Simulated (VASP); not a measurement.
# Si16C16O (a cell with a defect) in VASP: further runs

The runs below take Si16C16O (a cell with a defect) through single point, with PBE.

Everything below comes from runs of VASP 6.6.1. Logs are shortened: lines on timing, memory, paths and dates and some standing lists are left out, and cuts for length are marked.

## Step 1: The cell of the first run

The cell holds a defect, 33 atoms: a = 6.188 Å, b = 6.188 Å, c = 10.129 Å, α = 90.00°, β = 90.00°, γ = 120.00°.

## Step 2: Single point, PBE

Input file INCAR:

```
  ALGO = Normal
  EDIFF = 1E-6
  ENCUT = 520
  GGA = PE
  GGA_COMPAT = F
  ISIF = 2
  ISMEAR = -1
  LASPH = T
  LCHARG = F
  LREAL = Auto
  LWAVE = F
  NBANDS = 89
  NELECT = 136.0
  NELM = 120
  PREC = Accurate
  SIGMA = 0.01
```

Input file KPOINTS:

```
k-points
0
Gamma
  1 1 1
```

Input file POSCAR:

```
Si16C16O
1.0
    6.1879230296      0.0000000560      0.0000000000
   -3.0939615633      5.3588985123      0.0000000000
    0.0000000000      0.0000000000     10.1287833600
Si C O
16 16 1
Direct
    0.3231534052      0.1750511507      0.9352154382
    0.1655229262      0.3326957434      0.4386596462
   -0.0007809846      0.0000717315      0.6896087126
   -0.0033317959     -0.0049741845      0.1889820543
    0.3231416784      0.6479931914      0.9351973961
    0.1665583197      0.8331956734      0.4360482640
   -0.0007940971      0.4990072080      0.6896313876
   -0.0033269359      0.5015380645      0.1889695091
    0.8502270973      0.1750696757      0.9351832407
    0.6650061173      0.3316469184      0.4360402027
    0.4988381298     -0.0006401401      0.6774817484
    0.4988461591     -0.0006297454      0.1816900921
    0.8321511084      0.6660357713      0.9482355860
    0.6650171378      0.8332140715      0.4360279392
    0.4981332617      0.4989965061      0.6895986159
    0.5031803226      0.5015406874      0.1889907923
    0.3375765103      0.1606347324      0.7378326436
    0.1655073131      0.3327010897      0.2498731253
   -0.0022264332     -0.0028196516      0.4987023022
   -0.0088539856     -0.0159942348      0.0087500918
    0.3375934350      0.6768275209      0.7378590295
    0.1666397035      0.8332588702      0.2500855904
   -0.0022370140      0.5004372254      0.4987211124
   -0.0088458198      0.5070566547      0.0087217736
    0.8213810837      0.1606191164      0.7378748008
    0.6649494784      0.3315690864      0.2500852258
    0.4988714452     -0.0006510486      0.4911851698
    0.4988292082     -0.0006204596     -0.0051410478
    0.8321642234      0.6660288360      0.7549979924
    0.6649530215      0.8332632634      0.2500870082
    0.5010388269      0.5004476032      0.4986957727
    0.5141976894      0.5070594812      0.0087703045
    0.1655533158      0.3327073594      0.8775219840
```

Potentials or basis: VASP PAW PBE potentials, release 64 (Si, C, O).

Started as:

```
cat potpaw_PBE.64/Si/POTCAR potpaw_PBE.64/C/POTCAR potpaw_PBE.64/O/POTCAR > POTCAR
mpirun -np 1 vasp_gam > vasp.out
```

OUTCAR:

```text
EDIFF = 1E-6
   ENCUT = 520
   GGA = PE
   ISIF = 2
   ISMEAR = -1
   LASPH = T
   LREAL = Auto
   NELECT = 136.0
   NELM = 120
   PREC = Accurate

 ion  position               nearest neighbor table
   1  0.323  0.175  0.935-  33 1.79  20 1.94  32 1.94  28 1.98  17 2.01   9 2.93   5 2.93   3 3.03
                            15 3.03  13 3.10  13 3.10   4 3.11  16 3.11  12 3.13
   2  0.166  0.333  0.439-  31 1.90  23 1.90  19 1.90  18 1.91   6 3.09  10 3.09  14 3.09  14 3.09
                            10 3.09   6 3.09  15 3.10   3 3.10   7 3.10  16 3.11   4 3.11   8 3.11
   3  0.999  0.000  0.690-  17 1.88  25 1.88  29 1.91  19 1.93   9 3.03   1 3.03  15 3.09   7 3.09
                            11 3.10  11 3.10   7 3.10  15 3.10   2 3.10   6 3.13  14 3.13
   4  0.997  0.995  0.189-  20 1.83  30 1.88  22 1.88  18 1.91  13 3.01  16 3.05   8 3.05  14 3.07
                             6 3.07  12 3.09  12 3.09   2 3.11   1 3.11   9 3.11   8 3.13  16 3.13
   5  0.323  0.648  0.935-  33 1.79  24 1.93  32 1.94  28 1.98  21 2.00   9 2.93   1 2.93   7 3.03
                            15 3.03  13 3.10  13 3.10   8 3.11  16 3.11  12 3.13
   6  0.167  0.833  0.436-  27 1.87  22 1.88  19 1.89  23 1.89  11 3.03   8 3.07   4 3.07  10 3.08
                            14 3.08   2 3.09   2 3.09  14 3.10  10 3.10   3 3.13   7 3.13  12 3.13
   7  0.999  0.499  0.690-  21 1.88  25 1.88  29 1.91  23 1.93   9 3.03   5 3.03  15 3.09   3 3.09
                            11 3.10  11 3.10   3 3.10  15 3.10   2 3.10   6 3.13  10 3.13
   8  0.997  0.502  0.189-  24 1.83  22 1.88  26 1.88  18 1.91  13 3.01   4 3.05  16 3.05  10 3.07
                             6 3.07  12 3.09  12 3.09   2 3.11   5 3.11   9 3.11  16 3.13   4 3.13
   9  0.850  0.175  0.935-  33 1.79  24 1.93  20 1.94  28 1.98  25 2.00   5 2.93   1 2.93   7 3.03
                             3 3.03  13 3.10  13 3.10   8 3.11   4 3.11  12 3.13
  10  0.665  0.332  0.436-  27 1.87  26 1.88  31 1.89  23 1.89  11 3.03  16 3.07   8 3.07  14 3.08
                             6 3.08   2 3.09   2 3.09   6 3.10  14 3.10  15 3.13   7 3.13  12 3.13
  11  0.499  0.999  0.677-  17 1.83  21 1.83  25 1.83  27 1.89   6 3.03  10 3.03  14 3.03   3 3.10
                            15 3.10   7 3.10   7 3.10  15 3.10   3 3.10
  12  0.499  0.999  0.182-  28 1.89  26 1.91  22 1.91  30 1.91   4 3.09   8 3.09  16 3.09   8 3.09
                            16 3.09   4 3.09   1 3.13   5 3.13   9 3.13  10 3.13  14 3.13   6 3.13
  13  0.832  0.666  0.948-  24 1.81  32 1.81  20 1.81  29 1.96   8 3.01   4 3.01  16 3.01   5 3.10
                             1 3.10   9 3.10   9 3.10   1 3.10   5 3.10
  14  0.665  0.833  0.436-  27 1.87  30 1.88  19 1.89  31 1.89  11 3.03  16 3.07   4 3.07  10 3.08
                             6 3.08   2 3.09   2 3.09   6 3.10  10 3.10  15 3.13   3 3.13  12 3.13
  15  0.498  0.499  0.690-  17 1.88  21 1.88  29 1.91  31 1.93   5 3.03   1 3.03   3 3.09   7 3.09
                            11 3.10  11 3.10   7 3.10   3 3.10   2 3.10  10 3.13  14 3.13
  16  0.503  0.502  0.189-  32 1.83  30 1.88  26 1.88  18 1.91  13 3.01   4 3.05   8 3.05  14 3.07
                            10 3.07  12 3.09  12 3.09   2 3.11   1 3.11   5 3.11   8 3.13   4 3.13
  17  0.338  0.161  0.738-  11 1.83   3 1.88  15 1.88   1 2.01
  18  0.166  0.333  0.250-  16 1.91   4 1.91   8 1.91   2 1.91
  19  0.998  0.997  0.499-   6 1.89  14 1.89   2 1.90   3 1.93
  20  0.991  0.984  0.009-  13 1.81   4 1.83   1 1.94   9 1.94
  21  0.338  0.677  0.738-  11 1.83   7 1.88  15 1.88   5 2.00
[... 209 lines left out ...]
  Fermi-wavevector in a.u.,A,eV,Ry     =   1.211142  2.288727 19.957924  1.466866
  Thomas-Fermi vector in A             =   2.346667
   LORBIT       =      0    0 simple, 1 ext, 2 COOP (PROOUT), +10 PAW based schemes
   GGA     = PE    functional components
   LHFCALC =     F    Hartree Fock is set to
   AEXX    =    0.0000 exact exchange contribution
   IVDW    =     0    specifies the selected vdW correction
   LEPSILON=     F    determine dielectric tensor
   LRPA    =     F    only Hartree local field effects (RPA)
 non-spin polarized calculation
  energy-cutoff  :      520.00
  volume of cell :      335.88
 maximum number of plane-waves:      4519
 NGX is ok and might be reduce to    48
   NGX = 23   NGY = 23   NGZ = 37

 number of electron     135.9999996 magnetization

 Free energy of the ion-electron system (eV)
  ---------------------------------------------------
  ext. energy  EPLUGINS =         0.00000000
  ---------------------------------------------------
  free energy    TOTEN  =      -205.71167428 eV

  energy without entropy =     -205.71167428  energy(sigma->0) =     -205.71167428

 E-fermi :   8.9926     XC(G=0): -11.3988

 val. band max:        8.7255232653   @ k =   0.0000   0.0000   0.0000
 cond. band min:      10.2457639939   @ k =   0.0000   0.0000   0.0000
 fundamental gap:      1.5202407285
 Fermi energy:         8.9926434001

 k-point     1 :       0.0000    0.0000    0.0000
  band No.  band energies     occupation
      1     -11.5072      2.00000
      2      -7.1167      2.00000
      3      -6.0291      2.00000
      4      -5.2042      2.00000
      5      -3.9145      2.00000
      6      -3.9144      2.00000
[... 72 lines left out ...]
     79      12.9523      0.00000
     80      13.0024      0.00000
 [bands above 80 left out]

------------------------ aborting loop because EDIFF is reached ----------------------------------------

  FORCE on cell =-STRESS in cart. coord.  units (eV):
  Direction    XX          YY          ZZ          XY          YZ          ZX
  --------------------------------------------------------------------------------------
  -------------------------------------------------------------------------------------
  Total       52.2619993     52.2663284     24.2691089      0.0002700     -0.0001143     -0.0039141
  in kB      249.2980504    249.3187012    115.7675103      0.0012877     -0.0005454     -0.0186709
  external PRESSURE =     204.7947539 kB  Pullay stress =       0.0000000 kB

 VOLUME and BASIS-vectors are now :
 -----------------------------------------------------------------------------
  energy-cutoff  :      520.00
  volume of cell :      335.88
      direct lattice vectors                 reciprocal lattice vectors
     6.187923030  0.000000056  0.000000000     0.161605112  0.093302757  0.000000000
    -3.093961563  5.358898512  0.000000000    -0.000000002  0.186605511  0.000000000
     0.000000000  0.000000000 10.128783360     0.000000000  0.000000000  0.098728541

 POSITION                                       TOTAL-FORCE (eV/Angst)
 -----------------------------------------------------------------------------------
      1.45805      0.93808      9.47259         0.029162     -0.016532      0.007232
     -0.00510      1.78288      4.44309         0.002272      0.000815      0.011514
      6.18287      0.00038      6.98490        -0.001912     -0.008009      0.004395
      3.08873      5.33224      1.91416         0.001698     -0.002939     -0.001234
     -0.00529      3.47253      9.47241         0.001697      0.035311      0.009074
     -1.54723      4.46501      4.41664        -0.003205     -0.000702      0.005490
[... 25 lines left out ...]
      1.61299      2.71728      0.08883         0.002951      0.000290     -0.014276
     -0.00495      1.78294      8.88823        -0.002139     -0.002231     -0.013758
 -----------------------------------------------------------------------------------
    total drift:                                0.014576      0.012662     -0.007749

  FREE ENERGIE OF THE ION-ELECTRON SYSTEM (eV)
  ---------------------------------------------------
  free  energy   TOTEN  =      -205.7116742831 eV

  energy  without entropy=     -205.7116742831  energy(sigma->0) =     -205.71167428
```

OSZICAR:

```text
N       E                     dE             d eps       ncg     rms          rms(c)
DAV:   1     0.972213362818E+03    0.97221E+03   -0.71563E+04   178   0.147E+03
DAV:   2    -0.112632035582E+03   -0.10848E+04   -0.10053E+04   268   0.291E+02
DAV:   3    -0.241579805841E+03   -0.12895E+03   -0.12691E+03   212   0.959E+01
DAV:   4    -0.245322905904E+03   -0.37431E+01   -0.37287E+01   212   0.181E+01
DAV:   5    -0.245420724498E+03   -0.97819E-01   -0.97704E-01   212   0.296E+00    0.387E+01
DAV:   6    -0.206818230724E+03    0.38602E+02   -0.12971E+02   196   0.285E+01    0.169E+01
DAV:   7    -0.205902968806E+03    0.91526E+00   -0.12727E+01   228   0.952E+00    0.778E+00
DAV:   8    -0.205734133613E+03    0.16884E+00   -0.17089E+00   204   0.471E+00    0.293E+00
DAV:   9    -0.205702051905E+03    0.32082E-01   -0.36981E-01   204   0.227E+00    0.982E-01
DAV:  10    -0.205711429274E+03   -0.93774E-02   -0.20799E-01   204   0.147E+00    0.468E-01
DAV:  11    -0.205710136395E+03    0.12929E-02   -0.24404E-02   220   0.609E-01    0.262E-01
DAV:  12    -0.205711753239E+03   -0.16168E-02   -0.95097E-03   204   0.302E-01    0.103E-01
DAV:  13    -0.205711658715E+03    0.94524E-04   -0.86671E-04   228   0.117E-01    0.414E-02
DAV:  14    -0.205711674365E+03   -0.15650E-04   -0.49654E-04   212   0.737E-02    0.234E-02
DAV:  15    -0.205711674279E+03    0.86822E-07   -0.43883E-05   204   0.242E-02    0.128E-02
DAV:  16    -0.205711673934E+03    0.34427E-06   -0.13884E-05   196   0.115E-02    0.350E-03
DAV:  17    -0.205711674283E+03   -0.34890E-06   -0.17645E-06   156   0.471E-03
   1 F= -.20571167E+03 E0= -.20571167E+03  d E =-.162244E-11
```

It took 40 s on 1 thread of Intel Xeon 6975P-C (Granite Rapids), shared host; peak memory 0.4 GiB.

What came out:

| Property | Result |
| --- | --- |
| Free energy | -205.7117 eV |
| Largest force | 0.036 eV/Å |

Forces on the atoms (eV/Å):
```
Si   0.029 -0.017  0.007
Si   0.002  0.001  0.012
Si  -0.002 -0.008  0.004
Si   0.002 -0.003 -0.001
Si   0.002  0.035  0.009
Si  -0.003 -0.001  0.005
Si  -0.007  0.003  0.003
Si  -0.002  0.001 -0.001
Si  -0.029 -0.018  0.011
Si   0.000  0.005  0.004
Si   0.001 -0.001 -0.002
Si  -0.001 -0.001  0.006
Si   0.001  0.001  0.011
Si   0.004 -0.003  0.006
Si   0.006  0.005  0.006
Si   0.002  0.000  0.000
C    0.006 -0.005 -0.001
C    0.005  0.004 -0.007
C    0.000  0.003  0.001
C   -0.001 -0.004 -0.015
C   -0.004  0.007 -0.004
C   -0.004 -0.003  0.002
C    0.004 -0.002 -0.001
C   -0.004  0.000 -0.014
C   -0.009 -0.004 -0.007
C    0.001  0.008  0.002
C    0.002  0.003 -0.005
C   -0.002 -0.002  0.005
C   -0.003 -0.002 -0.013
C    0.006  0.000  0.001
C   -0.003 -0.003  0.003
C    0.003  0.000 -0.014
O   -0.002 -0.002 -0.014
```

Caveat: the k points lie up to 1.17 Å⁻¹ apart; the cell carries a net charge on a neutralising background, which shifts energy and pressure; the cell is charged against a uniform background, so pressure and absolute levels hang on convention.

## Step 3: Single point, PBE

Input file INCAR:

```
SYSTEM = Si16C16O
PREC = Accurate
ENCUT = 520
EDIFF = 1E-6
ISMEAR = -1
SIGMA = 0.01
LREAL = Auto
LASPH = .TRUE.
NELM = 120
ALGO = Normal
ISIF = 2
LWAVE = .FALSE.
LCHARG = .FALSE.
GGA = PE
NBANDS = 89
NELECT = 136.0
GGA_COMPAT = .FALSE.
```

Input file KPOINTS:

```
Automatic mesh
0
G
  1 1 1
  0 0 0
```

Input file POSCAR:

```
Si16C16O
1.0
    6.1879230300      0.0000000600      0.0000000000
   -3.0939615600      5.3588985100      0.0000000000
    0.0000000000      0.0000000000     10.1287833600
Si C O
16 16 1
Direct
    0.3332876764      0.1664645702      0.9482804507
    0.1661288380      0.3336173710      0.4360982126
   -0.0006724325     -0.0005155939      0.6896918226
    0.0043143700      0.0019720376      0.1890068676
    0.3513147872      0.6754733812      0.9352431209
    0.1661267829      0.8321457163      0.4360982295
   -0.0000540764      0.4997858678      0.6775269607
   -0.0000578161      0.4997818697      0.1817142182
    0.8242532407      0.1483987442      0.9352406648
    0.6676048281      0.3336211409      0.4360891074
    0.5002723578     -0.0005280267      0.6896958985
    0.4977572475      0.0019708753      0.1890102458
    0.8242601245      0.6754803534      0.9352388081
    0.6666232339      0.8331332333      0.4387169712
    0.5002768921      0.5004490397      0.6896933945
    0.4977559976      0.4954129783      0.1890149780
    0.3333133042      0.1664828170      0.7550215695
    0.1660564487      0.3336677486      0.2501596367
    0.0021478430      0.0008951452      0.4987825035
    0.0153341544      0.0074803205      0.0087702023
    0.3224773261      0.6610583291      0.7379127659
    0.1660558237      0.8320122851      0.2501590795
   -0.0000531665      0.4997888511      0.4912428847
   -0.0000537813      0.4997818129     -0.0050965804
    0.8386812658      0.1772444395      0.7379176564
    0.6677106799      0.3336675024      0.2501592798
    0.4988622210      0.0008915211      0.4987740673
    0.4922488130      0.0074824925      0.0087788887
    0.8386874955      0.6610727080      0.7379141227
    0.6666150361      0.8331225230      0.2499140732
    0.4988650947      0.4976172514      0.4987710427
    0.4922560516      0.4844048440      0.0087836733
   -0.3334167167     -0.1668980315      0.8776600649
```

Potentials or basis: VASP PAW PBE potentials, release 64 (Si, C, O).

Started as:

```
cat potpaw_PBE.64/Si/POTCAR potpaw_PBE.64/C/POTCAR potpaw_PBE.64/O/POTCAR > POTCAR
mpirun -np 1 vasp_gam > vasp.out
```

OUTCAR:

```text
SYSTEM = Si16C16O
   PREC = Accurate
   ENCUT = 520
   EDIFF = 1E-6
   ISMEAR = -1
   LREAL = Auto
   LASPH = .TRUE.
   NELM = 120
   ISIF = 2
   GGA = PE
   NELECT = 136.0

 ion  position               nearest neighbor table
   1  0.333  0.166  0.948-  28 1.81  32 1.81  20 1.81  17 1.96  16 3.01  12 3.01   4 3.01  13 3.10
                             5 3.10   9 3.10   9 3.10   5 3.10  13 3.10
   2  0.166  0.334  0.436-  23 1.87  18 1.88  19 1.89  31 1.89   7 3.03  16 3.07   4 3.07  10 3.08
                             6 3.08  14 3.09  14 3.09   6 3.10  10 3.10   3 3.13  15 3.13   8 3.13
   3  0.999  0.999  0.690-  25 1.88  29 1.88  17 1.91  19 1.93   9 3.03  13 3.03  15 3.09  11 3.09
[... 366 lines left out ...]
  external PRESSURE =     204.8297686 kB  Pullay stress =       0.0000000 kB

 VOLUME and BASIS-vectors are now :
 -----------------------------------------------------------------------------
  energy-cutoff  :      520.00
  volume of cell :      335.88
      direct lattice vectors                 reciprocal lattice vectors
     6.187923030  0.000000060  0.000000000     0.161605112  0.093302757  0.000000000
    -3.093961560  5.358898510  0.000000000    -0.000000002  0.186605511  0.000000000
     0.000000000  0.000000000 10.128783360     0.000000000  0.000000000  0.098728541

 POSITION                                       TOTAL-FORCE (eV/Angst)
 -----------------------------------------------------------------------------------
      1.54732      0.89207      9.60493         0.000114     -0.000305      0.014269
     -0.00421      1.78782      4.41714        -0.001834      0.001218      0.007853
      3.09140      5.35614      6.98574        -0.002581     -0.002460     -0.001958
      0.02060      0.01057      1.91441         0.000144     -0.000200      0.003266
      0.08402      3.61979      9.47287        -0.030681     -0.018957      0.010841
     -1.54665      4.45938      4.41714         0.000438     -0.002099      0.007332
[... 25 lines left out ...]
      1.54731      2.59588      0.08897         0.000332     -0.009087     -0.012820
      1.54718      4.46451      8.88963         0.000871     -0.000733     -0.019839
 -----------------------------------------------------------------------------------
    total drift:                               -0.005785      0.008272     -0.018145

  FREE ENERGIE OF THE ION-ELECTRON SYSTEM (eV)
  ---------------------------------------------------
  free  energy   TOTEN  =      -205.7117615206 eV

  energy  without entropy=     -205.7117615206  energy(sigma->0) =     -205.71176152
```

stdout:

```text
POSCAR found type information on POSCAR SiC O
 POSCAR found :  3 types and      33 ions
 scaLAPACK will be used
 LDA part: xc-table for (Slater+PW92), standard interpolation
 POSCAR, INCAR and KPOINTS ok, starting setup
 FFT: planning ... GRIDC
 FFT: planning ... GRID_SOFT
 FFT: planning ... GRID
 WAVECAR not read
 entering main loop
 the old and the new charge density differ
 old charge density:   134.00000 new  136.00000
    0.387E+01
```

It took 39 s on 1 thread of Intel Xeon 6975P-C (Granite Rapids), shared host; peak memory 0.4 GiB.

What came out:

```
Free energy   : -205.7118 eV
Largest force : 0.038 eV/Å
```

Forces in eV/Å, atoms in the order of the input:
```
Si   0.000  0.000  0.014
Si  -0.002  0.001  0.008
Si  -0.003 -0.002 -0.002
Si   0.000  0.000  0.003
Si  -0.031 -0.019  0.011
Si   0.000 -0.002  0.007
Si   0.000  0.000 -0.004
Si   0.000  0.000  0.016
Si   0.000  0.037  0.010
Si   0.001  0.000  0.009
Si   0.003 -0.002 -0.003
Si   0.000  0.000  0.003
Si   0.031 -0.019  0.010
Si   0.000  0.001  0.012
Si   0.001  0.003 -0.003
Si   0.000  0.000  0.002
C   -0.001 -0.002 -0.004
C    0.008 -0.004 -0.003
C   -0.008 -0.006 -0.002
C    0.009  0.004 -0.012
C   -0.006 -0.002 -0.003
C   -0.001  0.009 -0.003
C    0.000  0.003 -0.014
C   -0.001  0.001  0.005
C    0.000  0.008 -0.002
C   -0.009 -0.003 -0.004
C    0.007 -0.006  0.000
C   -0.008  0.004 -0.011
C    0.005 -0.003 -0.003
C    0.000  0.002 -0.006
C    0.000  0.006  0.000
C    0.000 -0.009 -0.013
O    0.001 -0.001 -0.020
```

Caveat: the k points lie up to 1.17 Å⁻¹ apart; the cell carries a net charge on a neutralising background, which shifts energy and pressure; the cell is charged against a uniform background, so pressure and absolute levels hang on convention.

(Continued in part 2 of 2.)
